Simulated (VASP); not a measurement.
## C3N: single point with PBE

C3N:

```
C N
1.0
     3.80635    0.00000    0.00000
     0.00000    3.80635    0.00000
     0.00000    0.00000    3.80635
C N
3 1
Direct
  0.00000 0.50000 0.50000
  0.50000 0.00000 0.50000
  0.50000 0.50000 0.00000
  0.00000 0.00000 0.00000
```

The cell was built from a structure type or drawn by symmetry, and may not be a known phase.

```json
{
  "Program": "VASP 6.6.1",
  "Task": "single point",
  "Functional": "PBE",
  "Potentials or basis": "VASP PAW PBE potentials, release 64 (C, N)",
  "Cutoff": "520 eV",
  "k mesh": "4 × 4 × 4",
  "Occupations": "gaussian, width 0.1 eV",
  "Spin": "collinear spin, ferromagnetic start",
  "Starting moments": "[1.0, 1.0, 1.0, 1.0] μB",
  "Dipole correction": "no",
  "Further INCAR settings": "ALGO = Normal; EDIFF = 1e-07; NBANDS = 20"
}
```

The pressure is -27.5 GPa and the net moment is 0.00 μB per cell. The valence electrons inside the program's atomic spheres are C 1.91; N 3.24.

Levels at points of the mesh, in eV from the Fermi level:
Spin up:
| k point | band 5 | band 6 | band 7 | band 8 | band 9 | band 10 | band 11 | band 12 |
| --- | --- | --- | --- | --- | --- | --- | --- | --- |
| (0.00, 0.00, 0.00) | -3.21 | -3.21 | -3.21 | 0.54 | 0.54 | 0.54 | 1.32 | 1.32 |
| (0.50, 0.00, 0.00) | -1.70 | -1.70 | -1.35 | -1.35 | -0.37 | 0.45 | 0.72 | 0.81 |
| (0.50, 0.50, 0.00) | -1.83 | -1.50 | -1.50 | -1.24 | -0.71 | 0.18 | 0.28 | 0.28 |
| (0.50, 0.50, 0.50) | -4.14 | -4.06 | -4.06 | -4.06 | 1.85 | 1.85 | 1.85 | 3.00 |
Spin down:
| k point | band 4 | band 5 | band 6 | band 7 | band 8 | band 9 | band 10 | band 11 | band 12 | band 13 |
| --- | --- | --- | --- | --- | --- | --- | --- | --- | --- | --- |
| (0.00, 0.00, 0.00) | -6.91 | -3.21 | -3.21 | -3.21 | 0.54 | 0.54 | 0.54 | 1.32 | 1.32 | 1.32 |
| (0.50, 0.00, 0.00) | -6.73 | -1.70 | -1.70 | -1.35 | -1.35 | -0.37 | 0.45 | 0.72 | 0.81 | 1.71 |
| (0.50, 0.50, 0.00) | -8.99 | -1.83 | -1.50 | -1.50 | -1.24 | -0.71 | 0.18 | 0.28 | 0.28 | 2.16 |
| (0.50, 0.50, 0.50) | -8.43 | -4.14 | -4.06 | -4.06 | -4.06 | 1.85 | 1.85 | 1.85 | 3.00 | 3.00 |

Wall time 21 s on 1 thread of AMD EPYC 9R45 96-Core Processor (Zen 5), on a shared host, peak memory 0.14 GiB.

Caveat: the k points lie up to 0.41 Å⁻¹ apart.
